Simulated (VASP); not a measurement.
Sr, 1 atom in the cell. The structure is hexagonal, space group P6/mmm (No. 191). The conventional cell has a = 10.340 Å, b = 10.340 Å, c = 4.993 Å, α = 90.00°, β = 90.00°, γ = 120.00°. This isn't the form of Sr at room conditions, which is fcc. This cell differs from its parent crystal: ratio of the length along z to the lengths across it x 1.2, volume and fractional coordinates fixed.

```yaml
Program: VASP 6.6.1
Task: single point
Functional: PBEsol
Potentials_or_basis: VASP PAW PBE potentials, release 64 (Sr_sv)
Cutoff: 520 eV
k_mesh: 6 × 6 × 8
Occupations: gaussian, width 0.03 eV
Spin: no spin polarisation
Dipole_correction: no
Further_INCAR_settings: ALGO = Normal; EDIFF = 1e-06; NBANDS = 11
```

Potentials or basis: VASP PAW PBE potentials, release 64 (Sr_sv).

Run with:

```sh
$ cat potpaw_PBE.64/Sr_sv/POTCAR > POTCAR
$ mpirun -np 1 vasp_std > vasp.out
```

Hardware: 1 thread of Intel(R) Xeon(R) Platinum 8488C (Sapphire Rapids), with other jobs on the host.

Question: How long does it take, and how much memory?

Answer: Wall time 2.5 min on 1 thread of Intel(R) Xeon(R) Platinum 8488C (Sapphire Rapids), on a shared host, peak memory 0.62 GiB. Counts: scf iterations 14, k points 35.
